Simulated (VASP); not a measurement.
# TaC: single point with r2SCAN

Crystal: TaC.

```xyz
2
Lattice="0.0000 2.2230 2.2230 2.2230 0.0000 2.2230 2.2230 2.2230 0.0000" Properties=species:S:1:pos:R:3 pbc="T T T"
Ta    0.0000    0.0000    0.0000
C     2.2230    2.2230    2.2230
```

| Item | Value |
| --- | --- |
| Program | VASP 6.6.1 |
| Task | single point |
| Functional | r2SCAN |
| Potentials or basis | VASP PAW PBE potentials, release 64 (Ta_pv, C) |
| Cutoff | 660 eV |
| k mesh | 4 × 4 × 4 |
| Occupations | fermi-dirac, width 0.15 eV |
| Spin | no spin polarisation |

```yaml
Pressure: 6.2 GPa
```

Levels at points of the mesh, in eV from the Fermi level:
```tsv
k point	band 3	band 4	band 5	band 6	band 7	band 8	band 9	band 10	band 11	band 12
(0.00, 0.00, 0.00)	-36.29	-15.54	-1.17	-1.17	-1.17	-0.33	-0.33	-0.33	0.79	0.79
(0.50, 0.00, 0.00)	-36.37	-10.99	-8.96	-5.64	-5.64	3.03	3.03	4.15	5.94	10.21
(0.50, 0.50, 0.00)	-36.55	-13.42	-4.76	-4.50	-1.72	-1.72	2.79	4.43	4.43	7.49
```

Wall time 34 s on 1 thread of AMD EPYC 7R43 64-Core Processor (Zen 3), on a shared host, peak memory 0.13 GiB.

Caveat: the k points lie up to 0.61 Å⁻¹ apart; the PAW data sets were made with another functional, which shifts forces and pressure a little; spin-orbit coupling is left out, which moves the levels of the heavy elements.
